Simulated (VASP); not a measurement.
# Al30Si (a cell with a defect) in VASP: notebook

The runs below take Al30Si (a cell with a defect) through single point, relaxation of the atoms, with PBE.

Program: VASP 6.6.1. These are calculated values, not measurements. Logs are shortened: lines on timing, memory, paths and dates and some standing lists are left out, and cuts for length are marked.

**1. The cell of the first run**

The cell holds a defect, 31 atoms: a = 8.100 Å, b = 8.100 Å, c = 8.100 Å, α = 90.00°, β = 90.00°, γ = 90.00°.

**2. Single point, PBE**

Contents of INCAR:

```
SYSTEM = Al30Si
  ALGO = Normal
  EDIFF = 1E-7
  ENCUT = 520
  GGA = PE
  ISIF = 2
  ISMEAR = -1
  LASPH = .True.
  LCHARG = .True.
  LELF = .True.
  LREAL = Auto
  LVHAR = .True.
  LWAVE = .False.
  NBANDS = 68
  NELM = 100
  PREC = Accurate
  SIGMA = 0.15
```

Contents of KPOINTS:

```
k-points
0
Gamma
  2 2 2
  0 0 0
```

Contents of POSCAR:

```
Al30Si
1.0
    8.1000000000      0.0000000000      0.0000000000
    0.0000000000      8.1000000000      0.0000000000
    0.0000000000      0.0000000000      8.1000000000
Si Al
1 30
Direct
    0.3573683951     -0.0000903704     -0.1076396296
    0.7497738272      0.2480518519      0.0010779012
    0.7492511111      0.0000230864      0.2466441975
    0.0118371605      0.0000440741     -0.0109344444
    0.2446312346      0.2703730864      0.0049756790
    0.5018493827      0.5001070370     -0.0008923457
    0.7497187654      0.7519550617      0.0010562963
    0.2605135802      0.0000412346      0.2377848148
    0.5030604938      0.2527259259      0.2480618519
    0.7521193827      0.5000632099      0.2506292593
    0.4949229630      0.0001418519      0.5011055556
    0.7491464198      0.2531761728      0.5004491358
    0.7484658025      0.0001430864      0.7546819753
   -0.0083174074      0.4998913580      0.0007614815
    0.2443765432      0.7294125926      0.0052265432
    0.0008671605      0.2495519753      0.2487249383
    0.2488527160      0.4998970370      0.2579206173
    0.5030972840      0.7473866667      0.2478545679
    0.0029540741      0.0000159259      0.5003686420
    0.2485211111      0.2480477778      0.4998292593
    0.5017976543      0.5000569136      0.4981851852
    0.7491380247      0.7469628395      0.5004645679
    0.5000541975      0.2535190123      0.7495244444
    0.7514050617      0.5000630864      0.7478051852
    0.0006728395      0.7503765432      0.2489323457
   -0.0010374074      0.5000667901      0.4974783951
    0.2485377778      0.7519488889      0.4998796296
    0.0015401235      0.2527275309      0.7465490123
    0.2504834568      0.5001035802      0.7477533333
    0.4998565432      0.7466669136      0.7497328395
    0.0017279012      0.7473776543      0.7465018519
```

Potentials or basis: VASP PAW PBE potentials, release 64 (Si, Al).

Command:

```console
> cat potpaw_PBE.64/Si/POTCAR potpaw_PBE.64/Al/POTCAR > POTCAR
> mpirun -np 1 vasp_std > vasp.out
```

OUTCAR:

```text
SYSTEM = Al30Si
   EDIFF = 1E-7
   ENCUT = 520
   GGA = PE
   ISIF = 2
   ISMEAR = -1
   LASPH = .True.
   LREAL = Auto
   NELM = 100
   PREC = Accurate

 ion  position               nearest neighbor table
   1  0.357  1.000  0.892-   5 2.54  15 2.54  30 2.62  23 2.63   8 2.91   4 2.91
   2  0.750  0.248  0.001-   3 2.83   9 2.83  14 2.83  13 2.83  16 2.86   6 2.86  23 2.87  10 2.87
                            24 2.89  28 2.90   4 2.92
   3  0.749  0.000  0.247-   2 2.83   7 2.83  18 2.86   9 2.86  25 2.87  16 2.87  22 2.90  12 2.90
                            19 2.91  11 2.91   4 2.98
   4  0.012  0.000  0.989-  28 2.84  31 2.84   8 2.85  13 2.86   5 2.89  15 2.89   1 2.91  16 2.92
                            25 2.92   2 2.92   7 2.92   3 2.98
   5  0.245  0.270  0.005-   1 2.54  14 2.77  17 2.77   6 2.79  29 2.79  16 2.80   9 2.88  28 2.88
                             4 2.89   8 2.89  23 2.93
   6  0.502  0.500  0.999-  15 2.79   5 2.79  30 2.84  18 2.84  23 2.84   9 2.84   7 2.86   2 2.86
                            24 2.87  10 2.87  29 2.88  17 2.93
   7  0.750  0.752  0.001-  18 2.83   3 2.83  14 2.83  13 2.83  25 2.86   6 2.86  30 2.87  10 2.87
                            24 2.89  31 2.90   4 2.92
   8  0.261  0.000  0.238-  18 2.84   9 2.84   4 2.85  11 2.86   5 2.89  15 2.89   1 2.91  16 2.92
                            25 2.92  20 2.92  27 2.92  19 2.98
   9  0.503  0.253  0.248-   2 2.83   8 2.84   6 2.84  10 2.84  21 2.85  12 2.86   3 2.86  17 2.87
                             5 2.88  11 2.90  20 2.90
  10  0.752  0.500  0.251-  14 2.80  26 2.83  18 2.84   9 2.84  12 2.85  22 2.85  21 2.85  25 2.86
[... 29 lines left out ...]
  25  0.001  0.750  0.249-  15 2.80  14 2.86  17 2.86  27 2.86   7 2.86  26 2.86  10 2.86   3 2.87
                            19 2.87  22 2.88   8 2.92   4 2.92
  26  0.999  0.500  0.497-  17 2.80  10 2.83  31 2.84  28 2.84  12 2.85  22 2.85  24 2.85  25 2.86
                            16 2.86  27 2.87  20 2.87  29 2.87
  27  0.249  0.752  0.500-  31 2.83  19 2.83  17 2.83  11 2.83  25 2.86  29 2.86  30 2.87  26 2.87
                            21 2.89  18 2.90   8 2.92
  28  0.002  0.253  0.747-  20 2.83   4 2.84  29 2.84  26 2.84  24 2.85  12 2.86  19 2.86  14 2.87
                             5 2.88  13 2.90   2 2.90
  29  0.250  0.500  0.748-  15 2.79   5 2.79  30 2.84  31 2.84  23 2.84  28 2.84  27 2.86  20 2.86
                            21 2.87  26 2.87   6 2.88  14 2.93
  30  0.500  0.747  0.750-   1 2.62   6 2.84  29 2.84  24 2.85  21 2.85  22 2.86  27 2.87   7 2.87
                            13 2.88  11 2.88  15 2.93
  31  0.002  0.747  0.747-  27 2.83   4 2.84  29 2.84  26 2.84  24 2.85  22 2.86  19 2.86  14 2.88
                            15 2.88  13 2.90   7 2.90

  LATTYP: Found a simple cubic cell.
 ALAT       =     8.1000000000

  Lattice vectors:

 A1 = (   8.1000000000,   0.0000000000,   0.0000000000)
 A2 = (   0.0000000000,   8.1000000000,   0.0000000000)
 A3 = (   0.0000000000,   0.0000000000,   8.1000000000)

Analysis of symmetry for initial positions (statically):
=====================================================================
[... 180 lines left out ...]
   ISMEAR =    -1;   SIGMA  =   0.15  broadening in eV -4-tet -1-fermi 0-gaus
   EFERMI_NEDOS =   21; number of points for ismear=-14 and -15
   IALGO  =     38    algorithm
   IMIX   =      4    mixing-type and parameters
     AMIX     =   0.40;   BMIX     =  1.00
     AMIX_MAG =   1.60;   BMIX_MAG =  1.00
  volume/ion in A,a.u.               =      17.14       115.69
  Fermi-wavevector in a.u.,A,eV,Ry     =   0.918965  1.736593 11.490081  0.844497
  Thomas-Fermi vector in A             =   2.044106
   LORBIT       =      0    0 simple, 1 ext, 2 COOP (PROOUT), +10 PAW based schemes
   GGA     = PE    functional components
   LHFCALC =     F    Hartree Fock is set to
   AEXX    =    0.0000 exact exchange contribution
   IVDW    =     0    specifies the selected vdW correction
   LEPSILON=     F    determine dielectric tensor
   LRPA    =     F    only Hartree local field effects (RPA)
 non-spin polarized calculation
  energy-cutoff  :      520.00
  volume of cell :      531.44
 maximum number of plane-waves:     14400
   NGX = 31   NGY = 31   NGZ = 31

 number of electron      94.0000000 magnetization

 Free energy of the ion-electron system (eV)
  ---------------------------------------------------
  ext. energy  EPLUGINS =         0.00000000
  ---------------------------------------------------
  free energy    TOTEN  =      -116.31715079 eV

  energy without entropy =     -115.18829084  energy(sigma->0) =     -115.75272081

 E-fermi :   7.3399     XC(G=0): -10.0451

 val. band max:        7.3374374872   @ k =   0.0000   0.0000   0.5000
 cond. band min:       7.3514967719   @ k =   0.0000   0.0000   0.5000
 fundamental gap:      0.0140592846
 Fermi energy:         7.3398880893

 k-point     1 :       0.0000    0.0000    0.0000
  band No.  band energies     occupation
      1      -3.4354      2.00000
      2      -1.6763      2.00000
      3      -1.2411      2.00000
      4      -1.1730      2.00000
      5      -1.1609      2.00000
      6      -1.1588      2.00000
[... 485 lines left out ...]
     58      10.5596      0.00000
     59      10.6406      0.00000
 [bands above 59 left out]

------------------------ aborting loop because EDIFF is reached ----------------------------------------

  FORCE on cell =-STRESS in cart. coord.  units (eV):
  Direction    XX          YY          ZZ          XY          YZ          ZX
  --------------------------------------------------------------------------------------
  -------------------------------------------------------------------------------------
  Total       -2.5665821     -2.0130842     -2.5714373     -0.0026673      0.0058475      0.1950224
  in kB       -7.7376786     -6.0690045     -7.7523159     -0.0080413      0.0176290      0.5879495
  external PRESSURE =      -7.1863330 kB  Pullay stress =       0.0000000 kB

 VOLUME and BASIS-vectors are now :
 -----------------------------------------------------------------------------
  energy-cutoff  :      520.00
  volume of cell :      531.44
      direct lattice vectors                 reciprocal lattice vectors
     8.100000000  0.000000000  0.000000000     0.123456790  0.000000000  0.000000000
     0.000000000  8.100000000  0.000000000     0.000000000  0.123456790  0.000000000
     0.000000000  0.000000000  8.100000000     0.000000000  0.000000000  0.123456790

 POSITION                                       TOTAL-FORCE (eV/Angst)
 -----------------------------------------------------------------------------------
      2.89468      8.09927      7.22812        -0.021115      0.001828      0.021796
      6.07317      2.00922      0.00873        -0.004326      0.002290      0.005738
      6.06893      0.00019      1.99782        -0.005537      0.001017      0.003736
      0.09588      0.00036      8.01143         0.003422     -0.003427     -0.002116
      1.98151      2.19002      0.04030         0.003313     -0.000771     -0.003556
      4.06498      4.05087      8.09277         0.009248     -0.005055     -0.005502
[... 23 lines left out ...]
      4.04884      6.04800      6.07284         0.007851     -0.007200     -0.008123
      0.01400      6.05376      6.04667        -0.005971      0.001744      0.001566
 -----------------------------------------------------------------------------------
    total drift:                                0.024024     -0.002552     -0.031196

  FREE ENERGIE OF THE ION-ELECTRON SYSTEM (eV)
  ---------------------------------------------------
  free  energy   TOTEN  =      -116.3171507913 eV

  energy  without entropy=     -115.1882908380  energy(sigma->0) =     -115.75272081
```

stdout:

```text
POSCAR found type information on POSCAR SiAl
 POSCAR found :  2 types and      31 ions
 scaLAPACK will be used
 LDA part: xc-table for (Slater+PW92), standard interpolation
 POSCAR, INCAR and KPOINTS ok, starting setup
 FFT: planning ... GRIDC
 FFT: planning ... GRID_SOFT
 FFT: planning ... GRID
 WAVECAR not read
 entering main loop
```

Run time: 3.8 min. Hardware: 1 thread of Intel Xeon 6975P-C (Granite Rapids), shared host; peak memory 0.55 GiB.

What came out:

| Property | Result |
| --- | --- |
| Free energy | -116.3172 eV |
| Pressure | -0.7 GPa |
| Largest force | 0.030 eV/Å |
| Band gap on the k mesh | zero (bands 47 and 48 overlap by 0.84 eV) |

Forces on the atoms (eV/Å):
```
Si  -0.021  0.002  0.022
Al  -0.004  0.002  0.006
Al  -0.006  0.001  0.004
Al   0.003 -0.003 -0.002
Al   0.003 -0.001 -0.004
Al   0.009 -0.005 -0.006
Al   0.003  0.001  0.002
Al   0.002 -0.003 -0.005
Al   0.003  0.000 -0.002
Al   0.008 -0.003 -0.006
Al   0.008 -0.006 -0.003
Al   0.001  0.002  0.000
Al   0.003 -0.005 -0.007
Al  -0.011  0.004  0.006
Al   0.003  0.010 -0.003
Al   0.001 -0.001 -0.001
Al  -0.007  0.003  0.012
Al  -0.001  0.001  0.007
Al  -0.003  0.001  0.005
Al  -0.006  0.003  0.003
Al  -0.001  0.003  0.003
Al  -0.005 -0.001  0.005
Al   0.001  0.004  0.001
Al  -0.002  0.002  0.001
Al   0.006  0.002 -0.009
Al   0.008 -0.004 -0.006
Al  -0.002  0.000 -0.004
Al   0.001  0.000 -0.003
Al   0.004 -0.005 -0.009
Al   0.008 -0.007 -0.008
Al  -0.006  0.002  0.002
```

Stress tensor (GPa, compression positive):
```
-0.77  0.00  0.06
 0.00 -0.61  0.00
 0.06  0.00 -0.78
```

Levels at points of the mesh, in eV from the Fermi level:
```
           k point  band 43  band 44  band 45  band 46  band 47  band 48  band 49  band 50  band 51  band 52
(0.00, 0.00, 0.00)    -0.35    -0.19    -0.09    -0.06     0.49     0.58     0.67     0.71     0.74     1.05
(0.50, 0.00, 0.00)    -0.57    -0.52    -0.34    -0.03     0.00     0.01     0.13     0.24     0.38     0.65
(0.00, 0.50, 0.00)    -0.61    -0.51    -0.14    -0.10    -0.08    -0.07     0.08     0.36     0.37     0.73
(0.00, 0.00, 0.50)    -0.58    -0.52    -0.34    -0.03     0.00     0.01     0.13     0.24     0.38     0.65
(0.50, 0.50, 0.00)    -0.78    -0.67    -0.23    -0.15    -0.02     0.08     0.84     0.97     1.08     1.28
(0.00, 0.50, 0.50)    -0.78    -0.67    -0.23    -0.15    -0.02     0.08     0.84     0.97     1.08     1.28
(0.50, 0.00, 0.50)    -0.92    -0.90    -0.17    -0.10     0.05     0.06     0.96     0.96     1.18     1.19
(0.50, 0.50, 0.50)    -0.46    -0.45    -0.44    -0.41    -0.40    -0.35    -0.26    -0.17    -0.15    -0.12
```

Caveat: the k points lie up to 0.39 Å⁻¹ apart, too coarse for converged energies and pressures of a metal.

(Part 1 of 2 ends here.)
